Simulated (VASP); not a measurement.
Runs of VASP 6.6.1 on Zr2B. The structure is that of space group F-43m (No. 216), or close to it. The cells are those of the table. 

| task | spin | cell | k mesh | cutoff (eV) | gap on the mesh (eV) | pressure (GPa) | moment (μB) | relaxed volume (Å³/atom) |
| --- | --- | --- | --- | --- | --- | --- | --- | --- |
| single point | collinear, ferromagnetic start | a = 4.395 Å, angles 60.0°, 3 atoms | 14 × 14 × 14 | 520 | none | 0.1 | 2.45 | - |
| single point | off | a = 3.468 Å, angles 60.0°, 3 atoms | 6 × 6 × 6 | 520 | none | (a) | - | - |
| single point | collinear, ferromagnetic start | a = 4.313 Å, angles 60.0°, 3 atoms | 6 × 6 × 6 | 520 | none | 3.9 | 2.08 | - |
| relaxation of cell and atoms | collinear, ferromagnetic start | relaxed from a = 4.313 Å, angles 60.0°, 3 atoms | 14 × 14 × 14 | 600 | none | 0.0 | 2.46 | 20.04 |
| single point | off | a = 4.313 Å, angles 60.0°, 3 atoms | 6 × 6 × 6 | 520 | none | 0.1 | - | - |
| relaxation of cell and atoms | off | relaxed from a = 3.468 Å, angles 60.0°, 3 atoms | 6 × 6 × 6 | 600 | none | 0.3 | - | (b) |

Alike in all rows: level PBE; potentials or basis VASP PAW PBE potentials, release 64 (Zr_sv, B); smearing gaussian 0.1 eV.

Question: Fill in the values left out.

Answer: (a) 219.9; (b) 18.80.

Caveats: some runs use coarse meshes; the volume moved by over 15 % at a fixed basis, so the end points are rough (some runs).

A k mesh can miss the band edges, and the runs leave out spin-orbit coupling on Zr.

A gap of «none» marks levels without a gap at the run's occupations.
